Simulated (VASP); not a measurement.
A run of VASP 6.6.1:

INCAR

```
SYSTEM = Ti3C2
PREC = Accurate
ENCUT = 600
EDIFF = 1E-6
ISMEAR = -1
SIGMA = 0.3
LREAL = .FALSE.
LASPH = .TRUE.
NELM = 80
ALGO = Normal
ISIF = 3
LWAVE = .FALSE.
LCHARG = .FALSE.
IBRION = 2
NSW = 100
EDIFFG = -0.01
PSTRESS = -20.0
```

The input KPOINTS:

```
Automatic mesh
0
G
  8 8 2
  0 0 0
```

POSCAR

```
Ti3C2
1.0
    3.0666050000      0.0000000000      0.0000000000
   -1.5333020000      2.6557580000      0.0000000000
    0.0000000000      0.0000000000     15.1171500000
Ti C
6 4
Direct
    0.3333333333      0.6666666667      0.8438780000
    0.6666666667      0.3333333333      0.3438780000
    0.6666666667      0.3333333333      0.1561220000
    0.3333333333      0.6666666667      0.6561220000
    0.0000000000      0.0000000000      0.0000000000
    0.0000000000      0.0000000000      0.5000000000
    0.6666666667      0.3333333333      0.9141040000
    0.3333333333      0.6666666667      0.4141040000
    0.6666666667      0.3333333333      0.5858960000
    0.3333333333      0.6666666667      0.0858960000
```

Potentials or basis: VASP PAW LDA potentials, release 64 (Ti_sv, C).

Run with:

```sh
$ cat potpaw_LDA.64/Ti_sv/POTCAR potpaw_LDA.64/C/POTCAR > POTCAR
$ mpirun -np 1 vasp_std > vasp.out
```

Hardware: 1 thread of Intel(R) Xeon(R) 6975P-C (Granite Rapids), on a shared host.

**Question.** Estimate the wall time of this run.

**Answer.** It took 9.2 min on 1 thread of Intel(R) Xeon(R) 6975P-C (Granite Rapids), on a shared host, peak memory 0.29 GiB. Counts: scf iterations 127, k points 20, ion steps 13.
